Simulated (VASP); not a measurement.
# CdSe4 (P-3m1) in VASP: a series of runs

Runs on CdSe4. Level: PBE. Tasks: relaxation of cell and atoms, single point.

All numbers are computed with VASP 6.6.1; they aren't measurements. Logs are shortened: lines on timing, memory, paths and dates and some standing lists are left out, and cuts for length are marked.

**1. The cell of the first run**

Symmetry: P-3m1, No. 164, trigonal system. The conventional cell has a = 3.532 Å, b = 3.532 Å, c = 11.357 Å, α = 90.00°, β = 90.00°, γ = 120.00°. Within 3.6 Å of Cd (site symmetry -3m) lie 6 Se at 2.55 Å and 6 Cd at 3.53 Å. Se (site symmetry 3m) has 3 Cd at 2.55 Å and 12 Se at 3.43 to 3.67 Å within 3.7 Å. Within 4.5 Å of Se (site symmetry 3m) lie 12 Se at 3.43 to 3.53 Å.

The cell was built from a structure type or drawn by symmetry, and may not be a known phase.

**2. Relaxation of cell and atoms, PBE**

INCAR reads:

```
SYSTEM = CdSe4
PREC = Accurate ; ENCUT = 600
EDIFF = 1E-7 ; ISMEAR = 0
SIGMA = 0.1 ; LREAL = .FALSE.
LASPH = .TRUE. ; NELM = 60
ALGO = Normal ; ISIF = 3
LWAVE = .FALSE. ; LCHARG = .FALSE.
GGA = PE ; IBRION = 2
NSW = 90 ; EDIFFG = -0.04
```

KPOINTS reads:

```
Automatic mesh
0
G
  6 6 2
  0 0 0
```

POSCAR reads:

```
CdSe4
1.0
    3.5319539700      0.0000000000      0.0000000000
   -1.7659769900      3.0587618600      0.0000000000
    0.0000000000      0.0000000000     11.3569322400
Cd Se
1 4
Direct
    0.0000000000      0.0000000000      0.0000000000
    0.3333333300      0.6666666700      0.8658552800
    0.3333333300      0.6666666700      0.3767953500
    0.6666666700      0.3333333300      0.1341447200
    0.6666666700      0.3333333300      0.6232046500
```

Potentials or basis: VASP PAW PBE potentials, release 64 (Cd, Se).

On the command line:

```
cat potpaw_PBE.64/Cd/POTCAR potpaw_PBE.64/Se/POTCAR > POTCAR
mpirun -np 1 vasp_std > vasp.out
```

OUTCAR:

```text
SYSTEM = CdSe4
   PREC = Accurate
   ENCUT = 600
   EDIFF = 1E-7
   ISMEAR = 0
   LREAL = .FALSE.
   LASPH = .TRUE.
   NELM = 60
   ISIF = 3
   GGA = PE
   IBRION = 2
   NSW = 90
   EDIFFG = -0.04

 ion  position               nearest neighbor table
   1  0.000  0.000  0.000-   2 2.55   4 2.55   2 2.55   4 2.55   4 2.55   2 2.55
   2  0.333  0.667  0.866-   1 2.55   1 2.55   1 2.55
   3  0.333  0.667  0.377-
   4  0.667  0.333  0.134-   1 2.55   1 2.55   1 2.55
   5  0.667  0.333  0.623-

  LATTYP: Found a hexagonal cell.
 ALAT       =     3.5319539700
 C/A-ratio  =     3.2154813841

  Lattice vectors:

 A1 = (   3.5319539700,   0.0000000000,   0.0000000000)
 A2 = (  -1.7659769900,   3.0587618600,   0.0000000000)
 A3 = (   0.0000000000,   0.0000000000,  11.3569322400)

Analysis of symmetry for initial positions (statically):
=====================================================================
 Subroutine PRICEL returns:
 Original cell was already a primitive cell.

 Routine SETGRP: Setting up the symmetry group for a
 hexagonal supercell.

 Subroutine GETGRP returns: Found 12 space group operations
 (whereof 12 operations were pure point group operations)
 out of a pool of 24 trial point group operations.

The static configuration has the point symmetry D_3d.

Analysis of symmetry for dynamics (positions and initial velocities):
=====================================================================
 Subroutine PRICEL returns:
 Original cell was already a primitive cell.

 Routine SETGRP: Setting up the symmetry group for a
 hexagonal supercell.

 Subroutine GETGRP returns: Found 12 space group operations
 (whereof 12 operations were pure point group operations)
 out of a pool of 24 trial point group operations.

The dynamic configuration has the point symmetry D_3d.

 Subroutine INISYM returns: Found 12 space group operations
 (whereof 12 operations are pure point group operations),
 and found     1 'primitive' translations

----------------------------------------------------------------------------------------

                                     Primitive cell

  volume of cell :     122.6936

  direct lattice vectors                    reciprocal lattice vectors
     3.531953970  0.000000000  0.000000000     0.283129398  0.163464835  0.000000000
    -1.765976990  3.058761860  0.000000000     0.000000000  0.326929668  0.000000000
     0.000000000  0.000000000 11.356932240     0.000000000  0.000000000  0.088051947

[... 93 lines left out ...]
   ISMEAR =     0;   SIGMA  =   0.10  broadening in eV -4-tet -1-fermi 0-gaus
   EFERMI_NEDOS =   21; number of points for ismear=-14 and -15
   IALGO  =     38    algorithm
   IMIX   =      4    mixing-type and parameters
     AMIX     =   0.40;   BMIX     =  1.00
     AMIX_MAG =   1.60;   BMIX_MAG =  1.00
  volume/ion in A,a.u.               =      24.54       165.60
  Fermi-wavevector in a.u.,A,eV,Ry     =   1.087849  2.055736 16.101330  1.183414
  Thomas-Fermi vector in A             =   2.224017
   LORBIT       =      0    0 simple, 1 ext, 2 COOP (PROOUT), +10 PAW based schemes
   GGA     = PE    functional components
   LHFCALC =     F    Hartree Fock is set to
   AEXX    =    0.0000 exact exchange contribution
   IVDW    =     0    specifies the selected vdW correction
   LEPSILON=     F    determine dielectric tensor
   LRPA    =     F    only Hartree local field effects (RPA)
 conjugate gradient relaxation of ions
 non-spin polarized calculation
 Gauss-broadening in eV      SIGMA  =   0.10
  energy-cutoff  :      600.00
  volume of cell :      122.69
 maximum number of plane-waves:      4106
   NGX = 15   NGY = 15   NGZ = 45

--------------------------------------- Ionic step        1  -------------------------------------------

 number of electron      35.9999996 magnetization

 Free energy of the ion-electron system (eV)
  ---------------------------------------------------
  ext. energy  EPLUGINS =         0.00000000
  ---------------------------------------------------
  free energy    TOTEN  =       -11.17690332 eV

  energy without entropy =      -11.15320323  energy(sigma->0) =      -11.16505327

------------------------ aborting loop because EDIFF is reached ----------------------------------------

  FORCE on cell =-STRESS in cart. coord.  units (eV):
  Direction    XX          YY          ZZ          XY          YZ          ZX
  --------------------------------------------------------------------------------------
  -------------------------------------------------------------------------------------
  Total        5.5241619      5.5241619      0.7422198     -0.0000000      0.0000000      0.0000000
  in kB       72.1365291     72.1365289      9.6921776     -0.0000001      0.0000000      0.0000000
  external PRESSURE =      51.3217452 kB  Pullay stress =       0.0000000 kB
[... 98 lines left out ...]
  FREE ENERGIE OF THE ION-ELECTRON SYSTEM (eV)
  ---------------------------------------------------
  free  energy   TOTEN  =       -11.8018814453 eV

  energy  without entropy=      -11.7644122882  energy(sigma->0) =      -11.78314687

 E-fermi :   4.7393     XC(G=0): -10.3916

 val. band max:        4.7351639268   @ k =   0.0000   0.0000   0.5000
 cond. band min:       4.7620518165   @ k =   0.3333   0.1667   0.0000
 fundamental gap:      0.0268878897
 Fermi energy:         4.7393320559

 k-point     1 :       0.0000    0.0000    0.0000
  band No.  band energies     occupation
      1     -11.4880      2.00000
      2      -9.4284      2.00000
      3      -7.9841      2.00000
      4      -5.7222      2.00000
      5      -3.8941      2.00000
      6      -3.8941      2.00000
[... 339 lines left out ...]
     21       6.3456      0.00000
     22       9.6201      0.00000

[... ionic steps 4 to 13 ...]

--------------------------------------- Ionic step       14  -------------------------------------------

 number of electron      35.9999993 magnetization

------------------------ aborting loop because EDIFF is reached ----------------------------------------
[... 73 lines left out ...]
--------------------------------------- Ionic step       16  -------------------------------------------

 number of electron      35.9999992 magnetization

 Free energy of the ion-electron system (eV)
  ---------------------------------------------------
  ext. energy  EPLUGINS =         0.00000000
  ---------------------------------------------------
  free energy    TOTEN  =       -14.25280347 eV

  energy without entropy =      -14.23927118  energy(sigma->0) =      -14.24603733

 E-fermi :   3.3786     XC(G=0):  -9.8314

 val. band max:        3.3290906501   @ k =   0.3333   0.0000   0.0000
 cond. band min:       3.4069171578   @ k =   0.0000   0.0000   0.0000
 fundamental gap:      0.0778265076
 Fermi energy:         3.3785529403

 k-point     1 :       0.0000    0.0000    0.0000
  band No.  band energies     occupation
      1     -11.9844      2.00000
      2      -9.8801      2.00000
      3      -9.3581      2.00000
      4      -7.4346      2.00000
      5      -4.8478      2.00000
      6      -4.8478      2.00000
[... 371 lines left out ...]
  FREE ENERGIE OF THE ION-ELECTRON SYSTEM (eV)
  ---------------------------------------------------
  free  energy   TOTEN  =       -14.2528034728 eV

  energy  without entropy=      -14.2392711847  energy(sigma->0) =      -14.24603733

 reached required accuracy - stopping structural energy minimisation
```

CONTCAR:

```text
CdSe4
   1.00000000000000
     3.9169689253694013   -0.0000000005663600    0.0000000000000001
    -1.9584844687202281    3.3921945915491274   -0.0000000000000000
     0.0000000000000000    0.0000000000000000    8.9075286030744110
  Cd              Se
     1     4
Direct
     0.0000000000000000    0.0000000000000000    0.0000000000000000
     0.3333333300000021    0.6666666699999979    0.8129317172126153
     0.3333333300000021    0.6666666699999979    0.4104041945526582
     0.6666666699999979    0.3333333300000021    0.1870682827873850
     0.6666666699999979    0.3333333300000021    0.5895958054473416

  0.00000000E+00  0.00000000E+00  0.00000000E+00
  0.00000000E+00  0.00000000E+00  0.00000000E+00
  0.00000000E+00  0.00000000E+00  0.00000000E+00
  0.00000000E+00  0.00000000E+00  0.00000000E+00
  0.00000000E+00  0.00000000E+00  0.00000000E+00
```

Run time: 9.2 min. Hardware: 1 thread of Intel Xeon Platinum 8259CL at 2.50GHz (Skylake/Cascade Lake), shared host; peak memory 0.29 GiB.

Results:

| Property | Result |
| --- | --- |
| Free energy | -14.2528 eV |
| Relaxed volume | 23.67 Å³/atom |
| Relaxed cell | a = 3.917 Å, b = 3.917 Å, c = 8.908 Å, α = 90.00°, β = 90.00°, γ = 120.00° |
| Space group after relaxing (to 0.1 Å) | P-3m1 (No. 164) |
| Energy gained by relaxing | 615.2 meV/atom |
| Ionic steps | 16 |
| Pressure after relaxing | -0.1 GPa |
| Largest force after relaxing | 0.015 eV/Å |
| Band gap on the k mesh | zero (bands 18 and 19 overlap by 0.37 eV) |

Forces on the atoms (eV/Å):
```
Cd   0.000  0.000  0.000
Se   0.000  0.000 -0.015
Se   0.000  0.000  0.001
Se   0.000  0.000  0.015
Se   0.000  0.000 -0.001
```

Step by step:
| step | energy change (eV) | largest force (eV/Å) | pressure (GPa) | volume (Å³) |
| --- | --- | --- | --- | --- |
| 1 | 0.0000 | 2.6079 | 5.13 | 122.69 |
| 2 | -0.6176 | 0.8625 | -3.41 | 137.10 |
| 3 | -0.6250 | 0.7221 | -4.15 | 139.17 |
| 4 | -1.4999 | 0.9505 | -4.38 | 133.06 |
| 5 | -2.5598 | 1.0551 | -3.08 | 124.57 |
| 6 | -2.0020 | 1.1869 | 10.35 | 104.71 |
| 7 | -2.8795 | 0.9541 | 0.40 | 117.32 |
| 8 | -2.8841 | 0.8839 | 1.60 | 115.40 |
| 9 | -2.9823 | 0.3820 | -0.07 | 118.73 |
| 10 | -2.9824 | 0.3746 | -0.10 | 118.79 |
| 11 | -3.0513 | 0.2286 | -0.06 | 118.51 |
| 12 | -3.0731 | 0.1246 | 0.14 | 118.14 |
| 13 | -3.0731 | 0.1172 | 0.13 | 118.16 |
| 14 | -3.0748 | 0.0581 | -0.23 | 118.74 |
| 15 | -3.0748 | 0.0501 | -0.27 | 118.82 |
| 16 | -3.0759 | 0.0152 | -0.07 | 118.36 |

Final structure:
```xyz
5
Lattice="3.9170 0.0000 0.0000 -1.9585 3.3922 0.0000 0.0000 0.0000 8.9075" Properties=species:S:1:pos:R:3 pbc="T T T"
Cd    0.0000    0.0000    0.0000
Se    0.0000    2.2615    7.2412
Se    0.0000    2.2615    3.6557
Se    1.9585    1.1307    1.6663
Se    1.9585    1.1307    5.2518
```

Caveat: semilocal functionals underestimate gaps, so a narrow gap can read as zero; a cell axis changed by over 15 % at a fixed basis, so the end point is rough.

**3. Single point, PBE**

This run uses another cell than the first one, of 23.49 Å³/atom.

INCAR reads:

```
SYSTEM = CdSe4
PREC = Accurate
ENCUT = 520
EDIFF = 1E-6
ISMEAR = 0
SIGMA = 0.1
LREAL = .False.
LASPH = .True.
NELM = 80
ALGO = Normal
ISIF = 2
LWAVE = .False.
LCHARG = .False.
GGA = PE
NBANDS = 26
```

KPOINTS reads:

```
regular mesh
0
Gamma
  12 12 4
  0 0 0
```

POSCAR reads:

```
CdSe4
1.0
    3.8894590365      0.0000000000      0.0000000000
   -1.9447295182      3.3683703326      0.0000000000
    0.0000000000      0.0000000000      8.9632029933
Cd Se
1 4
Direct
    0.0000000000      0.0000000000      0.0000000000
    0.3333333333      0.6666666667      0.8140833211
    0.3333333333      0.6666666667      0.4083651756
    0.6666666667      0.3333333333      0.1859166789
    0.6666666667      0.3333333333      0.5916348244
```

Potentials or basis: VASP PAW PBE potentials, release 64 (Cd, Se).

On the command line:

```
cat potpaw_PBE.64/Cd/POTCAR potpaw_PBE.64/Se/POTCAR > POTCAR
mpirun -np 1 vasp_std > vasp.out
```

It took 3 min on 1 thread of Intel Xeon Platinum 8259CL at 2.50GHz (Skylake/Cascade Lake), shared host; peak memory 0.35 GiB.

The run converged. Its results:

```
Free energy            : -14.2559 eV
Pressure               : 0.2 GPa
Largest force          : 0.041 eV/Å
Band gap on the k mesh : zero (bands 18 and 19 overlap by 0.40 eV)
```

Forces in eV/Å, atoms in the order of the input:
```
Cd   0.000  0.000  0.000
Se   0.000  0.000 -0.041
Se   0.000  0.000 -0.006
Se   0.000  0.000  0.041
Se   0.000  0.000  0.006
```

Levels at points of the mesh, in eV from the Fermi level:
| k point | band 15 | band 16 | band 17 | band 18 | band 19 | band 20 | band 21 | band 22 |
| --- | --- | --- | --- | --- | --- | --- | --- | --- |
| (0.00, 0.00, 0.00) | -0.97 | -0.97 | 0.04 | 0.04 | 0.20 | 0.20 | 1.47 | 3.66 |
| (0.50, 0.00, 0.00) | -1.99 | -1.50 | -1.31 | -1.04 | 0.00 | 0.77 | 1.50 | 3.91 |
| (0.00, 0.00, 0.50) | -0.80 | -0.38 | -0.32 | -0.32 | -0.08 | 0.42 | 0.42 | 4.49 |
| (0.50, 0.00, 0.50) | -2.21 | -1.71 | -1.09 | -0.18 | 0.52 | 0.87 | 1.42 | 3.52 |

Caveat: semilocal functionals underestimate gaps, so a narrow gap can read as zero.

**4. Relaxation of cell and atoms, PBE**

This run uses another cell than the first one, of 23.54 Å³/atom.

INCAR reads:

```
  PREC = Accurate
  ENCUT = 600
  EDIFF = 1E-6
  ISMEAR = 0
  SIGMA = 0.1
  LREAL = False
  LASPH = True
  NELM = 80
  ALGO = Normal
  ISIF = 3
  LWAVE = False
  LCHARG = False
  GGA = PE
  IBRION = 2
  NSW = 100
  EDIFFG = -0.01
```

KPOINTS reads:

```
Automatic mesh
0
Gamma
  12 12 4
```

POSCAR reads:

```
CdSe4
1.0
    3.9010892703      0.0000000000      0.0000000000
   -1.9505446351      3.3784424105      0.0000000000
    0.0000000000      0.0000000000      8.9302240698
Cd Se
1 4
Direct
    0.0000000000      0.0000000000      0.0000000000
    0.3333333333      0.6666666667      0.8128698038
    0.3333333333      0.6666666667      0.4094016869
    0.6666666667      0.3333333333      0.1871301962
    0.6666666667      0.3333333333      0.5905983131
```

Potentials or basis: VASP PAW PBE potentials, release 64 (Cd, Se).

On the command line:

```
cat potpaw_PBE.64/Cd/POTCAR potpaw_PBE.64/Se/POTCAR > POTCAR
mpirun -np 1 vasp_std > vasp.out
```

OUTCAR:

```text
PREC = Accurate
   ENCUT = 600
   EDIFF = 1E-6
   ISMEAR = 0
   LREAL = False
   LASPH = True
   NELM = 80
   ISIF = 3
   GGA = PE
   IBRION = 2
   NSW = 100
   EDIFFG = -0.01

 ion  position               nearest neighbor table
   1  0.000  0.000  0.000-   2 2.80   4 2.80   2 2.80   4 2.80   4 2.80   2 2.80
   2  0.333  0.667  0.813-   1 2.80   1 2.80   1 2.80
   3  0.333  0.667  0.409-   5 2.77   5 2.77   5 2.77
   4  0.667  0.333  0.187-   1 2.80   1 2.80   1 2.80
   5  0.667  0.333  0.591-   3 2.77   3 2.77   3 2.77

  LATTYP: Found a hexagonal cell.
 ALAT       =     3.9010892703
 C/A-ratio  =     2.2891616805

  Lattice vectors:

 A1 = (   3.9010892703,   0.0000000000,   0.0000000000)
 A2 = (  -1.9505446351,   3.3784424105,   0.0000000000)
[... 343 lines left out ...]
  ext. energy  EPLUGINS =         0.00000000
  ---------------------------------------------------
  free energy    TOTEN  =       -14.25610500 eV

  energy without entropy =      -14.23978697  energy(sigma->0) =      -14.24794598

 E-fermi :   3.4382     XC(G=0):  -9.8633

 val. band max:        3.4366486717   @ k =   0.5000   0.0000   0.0000
 cond. band min:       3.4402835092   @ k =   0.3333   0.2500   0.5000
 fundamental gap:      0.0036348376
 Fermi energy:         3.4381819879

 k-point     1 :       0.0000    0.0000    0.0000
  band No.  band energies     occupation
      1     -11.8859      2.00000
      2      -9.9066      2.00000
      3      -9.3561      2.00000
      4      -7.4102      2.00000
      5      -4.8296      2.00000
      6      -4.8296      2.00000
[... 589 lines left out ...]
     21       4.9183      0.00000
     22       7.2674      0.00000

 [... further k-points ...]

------------------------ aborting loop because EDIFF is reached ----------------------------------------

  FORCE on cell =-STRESS in cart. coord.  units (eV):
  Direction    XX          YY          ZZ          XY          YZ          ZX
  --------------------------------------------------------------------------------------
  -------------------------------------------------------------------------------------
  Total       -0.0130415     -0.0130415      0.0303446     -0.0000000      0.0000000     -0.0000000
  in kB       -0.1775885     -0.1775885      0.4132077     -0.0000000      0.0000000     -0.0000000
  external PRESSURE =       0.0193435 kB  Pullay stress =       0.0000000 kB
[... 20 lines left out ...]
  FREE ENERGIE OF THE ION-ELECTRON SYSTEM (eV)
  ---------------------------------------------------
  free  energy   TOTEN  =       -14.2561049969 eV

  energy  without entropy=      -14.2397869724  energy(sigma->0) =      -14.24794598

 reached required accuracy - stopping structural energy minimisation
```

Run time: 6.9 min. Hardware: 1 thread of Intel Xeon Platinum 8259CL at 2.50GHz (Skylake/Cascade Lake), shared host; peak memory 0.41 GiB.

Results:

| Quantity | Value |
| --- | --- |
| Free energy | -14.2561 eV |
| Relaxed volume | 23.53 Å³/atom |
| Relaxed cell | a = 3.892 Å, b = 3.892 Å, c = 8.970 Å, α = 90.00°, β = 90.00°, γ = 120.00° |
| Space group after relaxing (to 0.1 Å) | P-3m1 (No. 164) |
| Energy gained by relaxing | 0.2 meV/atom |
| Ionic steps | 5 |
| Pressure after relaxing | 0.0 GPa |
| Largest force after relaxing | 0.008 eV/Å |
| Band gap on the k mesh | zero (bands 18 and 19 overlap by 0.39 eV) |

Forces on the atoms (eV/Å):
```
Cd   0.000  0.000  0.000
Se   0.000  0.000 -0.003
Se   0.000  0.000  0.008
Se   0.000  0.000  0.003
Se   0.000  0.000 -0.008
```

The path:
```csv
step,energy change (eV),largest force (eV/Å),pressure (GPa),volume (Å³)
1,0.0000,0.0566,0.09,117.70
2,-0.0005,0.0318,-0.06,117.92
3,-0.0006,0.0182,-0.16,118.08
4,-0.0009,0.0082,-0.08,117.88
5,-0.0010,0.0079,0.00,117.66
```

Final structure:
```yaml
crystal:
  lattice:
    - [3.89187, 0.00000, 0.00000]
    - [-1.94593, 3.37045, 0.00000]
    - [0.00000, 0.00000, 8.96968]
  atoms:
    - { symbol: Cd, position: [0.00000, 0.00000, 0.00000] }
    - { symbol: Se, position: [0.33333, 0.66667, 0.81341] }
    - { symbol: Se, position: [0.33333, 0.66667, 0.40834] }
    - { symbol: Se, position: [0.66667, 0.33333, 0.18659] }
    - { symbol: Se, position: [0.66667, 0.33333, 0.59166] }
```

Levels at points of the mesh, in eV from the Fermi level:
```csv
k point,band 15,band 16,band 17,band 18,band 19,band 20,band 21,band 22
"(0.00, 0.00, 0.00)",-0.98,-0.98,0.04,0.04,0.20,0.20,1.47,3.63
"(0.50, 0.00, 0.00)",-1.98,-1.51,-1.29,-1.04,0.00,0.77,1.50,3.91
"(0.00, 0.00, 0.50)",-0.81,-0.39,-0.32,-0.32,-0.09,0.41,0.41,4.47
"(0.50, 0.00, 0.50)",-2.20,-1.71,-1.09,-0.18,0.53,0.87,1.42,3.50
```

Caveat: semilocal functionals underestimate gaps, so a narrow gap can read as zero.

**5. The runs side by side**

| task | cell | k mesh | cutoff (eV) | gap on the mesh (eV) | pressure (GPa) | relaxed volume (Å³/atom) | largest force (eV/Å) |
| --- | --- | --- | --- | --- | --- | --- | --- |
| relaxation of cell and atoms | relaxed from a = 3.532, b = 3.532, c = 11.357 Å, angles 90.0, 90.0, 120.0°, 5 atoms, atomic positions A | 6 × 6 × 2 | 600 | none | -0.1 | 23.67 | 0.02 |
| single point | a = 3.889, b = 3.889, c = 8.963 Å, angles 90.0, 90.0, 120.0°, 5 atoms, atomic positions B | 12 × 12 × 4 | 520 | none | 0.2 | - | 0.04 |
| relaxation of cell and atoms | relaxed from a = 3.901, b = 3.901, c = 8.930 Å, angles 90.0, 90.0, 120.0°, 5 atoms, atomic positions B | 12 × 12 × 4 | 600 | none | 0.0 | 23.53 | 0.01 |

Alike in all rows: level PBE; potentials or basis VASP PAW PBE potentials, release 64 (Cd, Se); no spin polarisation; smearing gaussian 0.1 eV.

Caveats: semilocal functionals underestimate gaps, so a narrow gap can read as zero; a cell axis changed by over 15 % at a fixed basis, so the end point is rough (at least some runs).

Total energies depend on the potentials used, so only differences within one code and one set of settings carry meaning.
